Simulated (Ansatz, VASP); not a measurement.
# Hg: VASP beside Ansatz

The input INCAR:

```
SYSTEM = Hg
ALGO = Normal
EDIFF = 1E-6
ENCUT = 500
GGA = PE
GGA_COMPAT = .False.
ISIF = 2
ISMEAR = -1
LASPH = .True.
LCHARG = .False.
LREAL = .False.
LWAVE = .False.
NBANDS = 12
NELM = 120
PREC = Accurate
SIGMA = 0.1
```

File KPOINTS:

```
k-points
0
Gamma
  14 14 14
  0 0 0
```

File POSCAR:

```
Hg
1.0
   -1.6785818057      1.6785818057      1.6785818057
    1.6785818057     -1.6785818057      1.6785818057
    1.6785818057      1.6785818057     -1.6785818057
Hg
1
Direct
    0.0000000000      0.0000000000      0.0000000000
```

Input for Ansatz:

```yaml
crystal:
  lattice:
    - [-1.6785818057, 1.6785818057, 1.6785818057]
    - [1.6785818057, -1.6785818057, 1.6785818057]
    - [1.6785818057, 1.6785818057, -1.6785818057]
  atoms:
    - { symbol: Hg, position: [0.0, 0.0, 0.0] }
kpoints:
  mp_grid: { grid: [14, 14, 14] }
scf:
  occupations: { method: fermi_dirac, width: 0.1 }
hamiltonian:
  xc: pbe
  pseudopotentials: { kind: all_electron, lapw: { basis_error: 0.001 } }
output:
  forces: true
  stress: true
  eigenvalues: true
  populations: true
```

Change from the starting cell: volume scaled by 0.65, LAPW.

Alike in both runs: task single point; functional PBE; k mesh 14 × 14 × 14; occupations fermi-dirac, width 0.1 eV; no spin polarisation.

|  | VASP | Ansatz |
| --- | --- | --- |
| version | VASP 6.6.1 | Ansatz 0.2.0 |
| potentials or method | VASP PAW PBE potentials, release 64 (Hg), cutoff 500 eV | all-electron LAPW, scalar-relativistic |

VASP gave:

* pressure (GPa): 28.0

Task: Estimate Ansatz's values.

Result: Pressure (GPa): 26.8.

Ansatz ran all-electron here, and VASP with PAW potentials.

Spin-orbit coupling is off throughout.
